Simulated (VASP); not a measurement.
# Si16O (a cell with a defect) in VASP: further runs

The runs below take Si16O (a cell with a defect) through single point, with PBEsol.

All numbers are computed with VASP 6.6.1; they aren't measurements. Logs are shortened: lines on timing, memory, paths and dates and some standing lists are left out, and cuts for length are marked.

## 1. The cell of the first run

The cell holds a defect, 17 atoms: a = 7.679 Å, b = 7.679 Å, c = 7.679 Å, α = 60.00°, β = 60.00°, γ = 60.00°.

## 2. Single point, PBEsol, collinear spin, ferromagnetic start

INCAR reads:

```
ALGO = Normal
EDIFF = 1E-7
ENCUT = 520
GGA = PS
ISIF = 2
ISMEAR = -1
ISPIN = 2
LASPH = T
LCHARG = F
LORBIT = 11
LREAL = Auto
LWAVE = F
MAGMOM = 0 0 0 0 0 0 0 0 0 0 0 0 0 0 0 0 1
NBANDS = 53
NELM = 150
PREC = Accurate
SIGMA = 0.05
```

KPOINTS reads:

```
k-points
0
Gamma
  2 2 2
```

POSCAR reads:

```
Si16O
1.0
    0.0000000000      5.4300000000      5.4300000000
    5.4300000000      0.0000000000      5.4300000000
    5.4300000000      5.4300000000      0.0000000000
Si O
16 1
Direct
   -0.0436095764      0.0570902394      0.0004419890
    0.1460589319      0.1289318600      0.0994843462
    0.1067127072     -0.0096593002      0.4598618785
    0.1774585635      0.1469797422      0.6073480663
   -0.0489318600      0.5237569061     -0.0523388582
    0.0502302026      0.6950000000      0.0626243094
   -0.0257918969      0.5365837937      0.4514456722
    0.1189042357      0.6247421731      0.5998618785
    0.5071915285      0.0101012891     -0.0143738490
    0.5993093923      0.1605248619      0.1392357274
    0.5801473297     -0.0536464088      0.5002578269
    0.7177716390      0.0758011050      0.6187108656
    0.4308379374      0.5080570902     -0.0121086556
    0.6007274401      0.6543922652      0.0525874770
    0.6050644567      0.4429281768      0.4034069982
    0.5803959484      0.5937845304      0.6140607735
    0.3536003683      0.4317219153      0.5754419890
```

Potentials or basis: VASP PAW PBE potentials, release 64 (Si, O).

Started as:

```console
$ cat potpaw_PBE.64/Si/POTCAR potpaw_PBE.64/O/POTCAR > POTCAR
$ mpirun -np 1 vasp_std > vasp.out
```

OUTCAR:

```text
EDIFF = 1E-7
   ENCUT = 520
   GGA = PS
   ISIF = 2
   ISMEAR = -1
   ISPIN = 2
   LASPH = T
   LORBIT = 11
   LREAL = Auto
   NELM = 150
   PREC = Accurate

 ion  position               nearest neighbor table
   1  0.956  0.057  0.000-  10 2.24   2 2.31   6 2.34   4 2.54
   2  0.146  0.129  0.099-   9 2.27   1 2.31   3 2.33   5 2.54
   3  0.107  0.990  0.460-   2 2.33   4 2.38   8 2.42  12 2.46
   4  0.177  0.147  0.607-   3 2.38   1 2.54   7 2.54  11 2.56
   5  0.951  0.524  0.948-  14 2.20   8 2.21   6 2.43   2 2.54  15 3.14
   6  0.050  0.695  0.063-   1 2.34  13 2.43   5 2.43   7 2.46
   7  0.974  0.537  0.451-   8 2.40   6 2.46  16 2.52   4 2.54  11 3.12
   8  0.119  0.625  0.600-  17 1.66   5 2.21   7 2.40   3 2.42  15 3.07
   9  0.507  0.010  0.986-   2 2.27  14 2.29  12 2.38  10 2.50
  10  0.599  0.161  0.139-   1 2.24  13 2.26  11 2.38   9 2.50
  11  0.580  0.946  0.500-  10 2.38  16 2.39  12 2.42   4 2.56   7 3.12
  12  0.718  0.076  0.619-   9 2.38  15 2.40  11 2.42   3 2.46
  13  0.431  0.508  0.988-  10 2.26  16 2.36   6 2.43  14 2.43
  14  0.601  0.654  0.053-   5 2.20   9 2.29  15 2.36  13 2.43
  15  0.605  0.443  0.403-  17 1.73  16 2.31  14 2.36  12 2.40   8 3.07   5 3.14
  16  0.580  0.594  0.614-  15 2.31  13 2.36  11 2.39   7 2.52
  17  0.354  0.432  0.575-   8 1.66  15 1.73

  LATTYP: Found a face centered cubic cell.
 ALAT       =    10.8600000000

  Lattice vectors:

 A1 = (   0.0000000000,   5.4300000000,   5.4300000000)
 A2 = (   5.4300000000,   0.0000000000,   5.4300000000)
 A3 = (   5.4300000000,   5.4300000000,   0.0000000000)

Analysis of symmetry for initial positions (statically):
=====================================================================
 Subroutine PRICEL returns:
 Original cell was already a primitive cell.

 Routine SETGRP: Setting up the symmetry group for a
 face centered cubic supercell.

 Subroutine GETGRP returns: Found  1 space group operations
 (whereof  1 operations were pure point group operations)
 out of a pool of 48 trial point group operations.

The static configuration has the point symmetry C_1 .

Analysis of symmetry for dynamics (positions and initial velocities):
=====================================================================
 Subroutine PRICEL returns:
 Original cell was already a primitive cell.

 Routine SETGRP: Setting up the symmetry group for a
 face centered cubic supercell.

 Subroutine GETGRP returns: Found  1 space group operations
 (whereof  1 operations were pure point group operations)
 out of a pool of 48 trial point group operations.

The dynamic configuration has the point symmetry C_1 .

Analysis of structural, dynamic, and magnetic symmetry:
=====================================================================
 Subroutine PRICEL returns:
 Original cell was already a primitive cell.

 Routine SETGRP: Setting up the symmetry group for a
 face centered cubic supercell.

 Subroutine GETGRP returns: Found  1 space group operations
 (whereof  1 operations were pure point group operations)
 out of a pool of 48 trial point group operations.

The overall configuration has the point symmetry C_1 .

 Subroutine INISYM returns: Found  1 space group operations
 (whereof  1 operations are pure point group operations),
 and found     1 'primitive' translations

----------------------------------------------------------------------------------------

                                     Primitive cell

  volume of cell :     320.2060

  direct lattice vectors                    reciprocal lattice vectors
     0.000000000  5.430000000  5.430000000    -0.092081031  0.092081031  0.092081031
     5.430000000  0.000000000  5.430000000     0.092081031 -0.092081031  0.092081031
     5.430000000  5.430000000  0.000000000     0.092081031  0.092081031 -0.092081031

  length of vectors
     7.679179644  7.679179644  7.679179644     0.159489025  0.159489025  0.159489025

  position of ions in fractional coordinates (direct lattice)
     0.956390424  0.057090239  0.000441989
     0.146058932  0.128931860  0.099484346
     0.106712707  0.990340700  0.459861878
     0.177458563  0.146979742  0.607348066
[... 72 lines left out ...]
   total plane-waves  NPLWV = 216000
   dimension x,y,z NGX =    60 NGY =   60 NGZ =   60
   dimension x,y,z NGXF=   120 NGYF=  120 NGZF=  120
   ions per type =              16   1
   NGX,Y,Z   is equivalent  to a cutoff of  12.99, 12.99, 12.99 a.u.
   NGXF,Y,Z  is equivalent  to a cutoff of  25.98, 25.98, 25.98 a.u.
 SYSTEM =  unknown system
   PREC   = accura    normal or accurate (medium, high low for compatibility)
   ISTART =      0    job   : 0-new  1-cont  2-samecut
   ICHARG =      2    charge: 1-file 2-atom 10-const
   ISPIN  =      2    spin polarized calculation?
   LNONCOLLINEAR =      F non collinear calculations
   LSORBIT =      F    spin-orbit coupling
   LASPH  =      T    aspherical Exc in radial PAW
   ENCUT  =  520.0 eV  38.22 Ry    6.18 a.u.  14.28 14.28 14.28*2*pi/ulx,y,z
   NELM   =    150;   NELMIN=  2; NELMDL= -5     # of ELM steps
   EDIFF  = 0.1E-06   stopping-criterion for ELM
   LREAL  =      T    real-space projection
   EDIFFG = 0.1E-05   stopping-criterion for IOM
   NSW    =      0    number of steps for IOM
   IBRION =     -1    ionic relax: 0-MD 1-quasi-New 2-CG
   NFREE  =      0    steps in history (QN), initial steepest desc. (CG)
   ISIF   =      2    stress and relaxation
   ISYM   =      2    0-nonsym 1-usesym 2-fastsym
   POTIM  = 0.5000    time-step for ionic-motion
   TEBEG  =    0.0;   TEEND  =   0.0 temperature during run
   PSTRESS=    0.0 pullay stress
   NELECT =      70.0000    total number of electrons
   NUPDOWN=      -1.0000    fix difference up-down
   EMIN   =  10.00;   EMAX   =-10.00  energy-range for DOS
   EFERMI =   0.00;   METHOD = LEGACY
   ISMEAR =    -1;   SIGMA  =   0.05  broadening in eV -4-tet -1-fermi 0-gaus
   EFERMI_NEDOS =   21; number of points for ismear=-14 and -15
   IALGO  =     38    algorithm
   IMIX   =      4    mixing-type and parameters
     AMIX     =   0.40;   BMIX     =  1.00
     AMIX_MAG =   1.60;   BMIX_MAG =  1.00
  volume/ion in A,a.u.               =      18.84       127.11
  Fermi-wavevector in a.u.,A,eV,Ry     =   0.986199  1.863645 13.232857  0.972588
  Thomas-Fermi vector in A             =   2.117562
   LORBIT       =     11    0 simple, 1 ext, 2 COOP (PROOUT), +10 PAW based schemes
   GGA     = PS    functional components
   LHFCALC =     F    Hartree Fock is set to
   AEXX    =    0.0000 exact exchange contribution
   IVDW    =     0    specifies the selected vdW correction
   LEPSILON=     F    determine dielectric tensor
   LRPA    =     F    only Hartree local field effects (RPA)
 spin polarized calculation
  energy-cutoff  :      520.00
  volume of cell :      320.21
 maximum number of plane-waves:      8646
 NGX is ok and might be reduce to    60
   NGX = 29   NGY = 29   NGZ = 29

 number of electron      70.0000000 magnetization      -0.0000403

 number of electron      70.0000000 magnetization       0.0000008

 Free energy of the ion-electron system (eV)
  ---------------------------------------------------
  ext. energy  EPLUGINS =         0.00000000
  ---------------------------------------------------
  free energy    TOTEN  =       -95.49319860 eV

  energy without entropy =      -95.48794144  energy(sigma->0) =      -95.49057002

 E-fermi :   5.9974     XC(G=0):  -9.7557

 val. band max:        5.7852212641   @ k =   0.0000   0.0000   0.0000
 cond. band min:       6.1649242141   @ k =   0.0000   0.0000   0.0000
 fundamental gap:      0.3797029500
 Fermi energy:         5.9974123016

 spin component 1

 k-point     1 :       0.0000    0.0000    0.0000
  band No.  band energies     occupation
      1     -14.0986      1.00000
      2      -5.9386      1.00000
      3      -4.3319      1.00000
      4      -3.7769      1.00000
      5      -3.6489      1.00000
      6      -3.3797      1.00000
[... 389 lines left out ...]
     46       9.7461      0.00000
     47       9.9947      0.00000
 Fermi energy:         5.9974123016

 spin component 2

 k-point     1 :       0.0000    0.0000    0.0000
  band No.  band energies     occupation
      1     -14.0986      1.00000
      2      -5.9386      1.00000
      3      -4.3319      1.00000
      4      -3.7769      1.00000
      5      -3.6489      1.00000
      6      -3.3797      1.00000
[... 389 lines left out ...]
     46       9.7461      0.00000
     47       9.9947      0.00000
 [bands above 47 left out]

------------------------ aborting loop because EDIFF is reached ----------------------------------------

  FORCE on cell =-STRESS in cart. coord.  units (eV):
  Direction    XX          YY          ZZ          XY          YZ          ZX
  --------------------------------------------------------------------------------------
  -------------------------------------------------------------------------------------
  Total        0.1098237     -2.5238706      0.0595324     -2.2177422      1.9142438     -3.6111439
  in kB        0.5495122    -12.6283956      0.2978755    -11.0966567      9.5780774    -18.0686580
  external PRESSURE =      -3.9270026 kB  Pullay stress =       0.0000000 kB

 VOLUME and BASIS-vectors are now :
 -----------------------------------------------------------------------------
  energy-cutoff  :      520.00
  volume of cell :      320.21
      direct lattice vectors                 reciprocal lattice vectors
     0.000000000  5.430000000  5.430000000    -0.092081031  0.092081031  0.092081031
     5.430000000  0.000000000  5.430000000     0.092081031 -0.092081031  0.092081031
     5.430000000  5.430000000  0.000000000     0.092081031  0.092081031 -0.092081031

 POSITION                                       TOTAL-FORCE (eV/Angst)
 -----------------------------------------------------------------------------------
      0.31240      5.19560      5.50320        -2.016668      0.087777      1.243927
      1.24030      1.33330      1.49320         1.186917     -1.117490      0.062384
      7.87460      3.07650      5.95700         0.340836      0.328856     -1.261125
      4.09600      4.26150      1.76170         0.222068     -0.352459      0.062452
      7.98980     10.31010      8.00830         0.025669      2.474156      0.391818
      4.11390      0.61280      4.04660        -0.092700      1.140887     -0.732929
[... 9 lines left out ...]
      6.55860      6.48590      6.37580        -0.165092      0.643469      2.011833
      5.46890      5.04470      4.26430        -0.496615     -0.145253     -0.157304
 -----------------------------------------------------------------------------------
    total drift:                                0.002086      0.002032     -0.001166

  FREE ENERGIE OF THE ION-ELECTRON SYSTEM (eV)
  ---------------------------------------------------
  free  energy   TOTEN  =       -95.4931985976 eV

  energy  without entropy=      -95.4879414384  energy(sigma->0) =      -95.49057002

 total charge

# of ion       s       p       d       tot
------------------------------------------
    1        0.754   0.928   0.000   1.683
    2        0.754   0.928   0.000   1.682
    3        0.758   0.902   0.000   1.661
    4        0.772   0.811   0.000   1.583
    5        0.761   0.963   0.000   1.724
    6        0.752   0.888   0.000   1.640
[... 9 lines left out ...]
   16        0.774   0.886   0.000   1.660
   17        1.569   3.554   0.000   5.123
--------------------------------------------------
tot         13.708  17.988   0.000  31.696

 magnetization (x)

# of ion       s       p       d       tot
------------------------------------------
    1       -0.000  -0.000   0.000  -0.000
    2        0.000   0.000   0.000   0.000
    3       -0.000   0.000   0.000   0.000
    4        0.000  -0.000   0.000   0.000
    5        0.000   0.000   0.000   0.000
    6       -0.000   0.000   0.000  -0.000
[... 9 lines left out ...]
   16       -0.000  -0.000   0.000  -0.000
   17        0.000  -0.000   0.000  -0.000
--------------------------------------------------
tot          0.000  -0.000   0.000  -0.000
```

It took 13 min on 1 thread of Intel Xeon 8259CL, shared host; peak memory 0.72 GiB.

Results:

```
Free energy                                           : -95.4932 eV
Pressure                                              : -0.4 GPa
Largest force                                         : 2.505 eV/Å
Band gap on the k mesh                                : 0.38 eV
Net moment                                            : 0.00 μB per cell
Valence electrons inside the program's atomic spheres : Si 1.68, 1.66, 1.58, 1.72, 1.64, 1.61, 1.67, 1.69 (each value once); O 5.12
```

Forces in eV/Å, atoms in the order of the input:
```
Si  -2.017  0.088  1.244
Si   1.187 -1.117  0.062
Si   0.341  0.329 -1.261
Si   0.222 -0.352  0.062
Si   0.026  2.474  0.392
Si  -0.093  1.141 -0.733
Si  -0.017  0.295 -0.386
Si  -0.862 -1.436  1.125
Si   0.092  0.449  1.423
Si  -0.655 -0.033 -1.772
Si   1.111 -0.717 -0.550
Si  -0.979 -0.283  0.591
Si   0.952 -0.840  0.874
Si   0.402 -0.517 -1.571
Si   0.951  0.021 -1.355
Si  -0.165  0.643  2.012
O   -0.497 -0.145 -0.157
```

Levels at points of the mesh, in eV from the valence-band top:
Spin up:
```csv
k point,band 31,band 32,band 33,band 34,band 35,band 36,band 37,band 38,band 39,band 40
"(0.00, 0.00, 0.00)",-0.63,-0.57,-0.21,-0.09,0.00,0.38,0.47,0.83,0.92,1.13
"(0.50, 0.00, 0.00)",-1.11,-0.81,-0.50,-0.21,-0.04,0.79,0.83,1.37,1.38,1.66
"(0.00, 0.50, 0.00)",-1.13,-0.79,-0.63,-0.37,-0.26,0.81,0.99,1.44,1.61,1.77
"(0.00, 0.00, 0.50)",-1.26,-0.95,-0.69,-0.36,-0.32,0.76,1.14,1.25,1.49,1.57
"(0.50, 0.50, 0.50)",-1.29,-1.08,-0.76,-0.34,-0.02,0.59,0.92,1.39,1.47,1.86
"(0.50, 0.50, 0.00)",-1.51,-1.14,-0.83,-0.32,-0.03,1.14,1.26,1.76,1.92,2.14
"(0.00, 0.50, 0.50)",-1.38,-1.06,-0.97,-0.69,-0.40,1.01,1.66,1.80,1.85,2.36
"(0.50, 0.00, 0.50)",-1.13,-1.05,-0.70,-0.63,-0.51,1.07,1.30,1.98,2.01,2.09
```
Spin down:
| k point | band 33 | band 34 | band 35 | band 36 | band 37 | band 38 |
| --- | --- | --- | --- | --- | --- | --- |
| (0.00, 0.00, 0.00) | -0.21 | -0.09 | 0.00 | 0.38 | 0.47 | 0.83 |
| (0.50, 0.00, 0.00) | -0.50 | -0.21 | -0.04 | 0.79 | 0.83 | 1.37 |
| (0.00, 0.50, 0.00) | -0.63 | -0.37 | -0.26 | 0.81 | 0.99 | 1.44 |
| (0.00, 0.00, 0.50) | -0.69 | -0.36 | -0.32 | 0.76 | 1.14 | 1.25 |
| (0.50, 0.50, 0.50) | -0.76 | -0.34 | -0.02 | 0.59 | 0.92 | 1.39 |
| (0.50, 0.50, 0.00) | -0.83 | -0.32 | -0.03 | 1.14 | 1.26 | 1.76 |
| (0.00, 0.50, 0.50) | -0.97 | -0.69 | -0.40 | 1.01 | 1.66 | 1.80 |
| (0.50, 0.00, 0.50) | -0.70 | -0.63 | -0.51 | 1.07 | 1.30 | 1.98 |

Caveat: the k points lie up to 0.50 Å⁻¹ apart; the atoms stand as in a frame of molecular dynamics; semilocal functionals underestimate gaps, and a narrow one can read as zero; the PAW data sets were made with another functional, which shifts forces and pressure a little.

(Part 1 of 2 ends here.)
